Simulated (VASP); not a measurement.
Input of a VASP 6.6.1 run:

The input INCAR:

```
SYSTEM = LaSiO
PREC = Accurate
ENCUT = 600
EDIFF = 1E-7
ISMEAR = 0
SIGMA = 0.1
LREAL = .False.
LASPH = .True.
NELM = 100
ALGO = Normal
ISIF = 3
LWAVE = .False.
LCHARG = .False.
GGA = PE
IBRION = 2
NSW = 100
EDIFFG = -0.01
```

File KPOINTS:

```
Automatic mesh
0
Gamma
  12 12 12
  0 0 0
```

Contents of POSCAR:

```
LaSiO
1.0
    4.1956183513      0.0000000000      0.0000000000
    0.0000000000      4.1956183513      0.0000000000
    0.0000000000      0.0000000000      3.7781177444
La Si O
1 1 1
Direct
    0.5000000000      0.5000000000      0.0000000000
    0.0000000000      0.0000000000      0.0000000000
    0.0000000000      0.0000000000      0.5000000000
```

Potentials or basis: VASP PAW PBE potentials, release 64 (La, Si, O).

The run is started by

```console
$ cat potpaw_PBE.64/La/POTCAR potpaw_PBE.64/Si/POTCAR potpaw_PBE.64/O/POTCAR > POTCAR
$ mpirun -np 1 vasp_std > vasp.out
```

(1) Estimate the space group after relaxing (to 0.1 Å).

(2) Estimate the band gap on the k mesh.

(3) Predict the relaxed cell.

Answers

(1) P4/mmm (No. 123).

(2) zero (an odd number of electrons rules out a gap without spin polarisation).

(3) a = 4.199 Å, b = 4.199 Å, c = 3.774 Å, α = 90.00°, β = 90.00°, γ = 90.00°.

Caveat: spin-orbit coupling is left out, which moves the levels of the heavy elements; an odd number of electrons without spin polarisation forces a metal; a magnetic or distorted state may lie lower.
